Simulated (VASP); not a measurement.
A run of VASP 6.6.1 is set up as follows.

The input INCAR:

```
PREC     = Accurate       # precision mode
ENCUT    = 520            # plane-wave cutoff, eV
EDIFF    = 1E-7           # SCF threshold, eV
ISMEAR   = 0              # smearing method
SIGMA    = 0.1            # smearing width, eV
LREAL    = False          # projectors in reciprocal space
LASPH    = True           # aspherical terms in the spheres
NELM     = 80             # most SCF steps
ALGO     = Normal         # electronic algorithm
ISIF     = 2              # what is computed and relaxed
LWAVE    = False          # write WAVECAR
LCHARG   = True           # write CHGCAR
GGA      = PE             # functional
LELF     = True           # ELF
LVHAR    = True         
NBANDS   = 38             # bands
```

KPOINTS

```
regular mesh
0
Gamma
  6 6 2
```

POSCAR

```
Ta5Si
1.0
    3.6215747400      0.0000000000      0.0000000000
   -1.8107873700      3.1363757300      0.0000000000
    0.0000000000      0.0000000000      9.3866854200
Ta Si
5 1
Direct
    0.3333333300      0.6666666700      0.1862248900
    0.3333333300      0.6666666700      0.8137751100
    0.6666666700      0.3333333300      0.8137751100
    0.6666666700      0.3333333300      0.1862248900
    0.0000000000      0.0000000000      0.5000000000
    0.0000000000      0.0000000000      0.0000000000
```

Potentials or basis: VASP PAW PBE potentials, release 64 (Ta_pv, Si).

Launch:

```sh
$ cat potpaw_PBE.64/Ta_pv/POTCAR potpaw_PBE.64/Si/POTCAR > POTCAR
$ mpirun -np 1 vasp_std > vasp.out
```

Q: Estimate the band gap on the k mesh.

A: Zero (an odd number of electrons rules out a gap without spin polarisation).

Q: Estimate the largest force.

A: 0.802 eV/Å.

Forces in eV/Å, atoms in the order of the input:
```
Ta   0.000  0.000  0.802
Ta   0.000  0.000 -0.802
Ta   0.000  0.000 -0.802
Ta   0.000  0.000  0.802
Ta   0.000  0.000  0.000
Si   0.000  0.000  0.000
```

Caveat: atoms lie so close that the PAW spheres overlap strongly, which falsifies energies and pressures; spin-orbit coupling is left out, which moves the levels of the heavy elements.
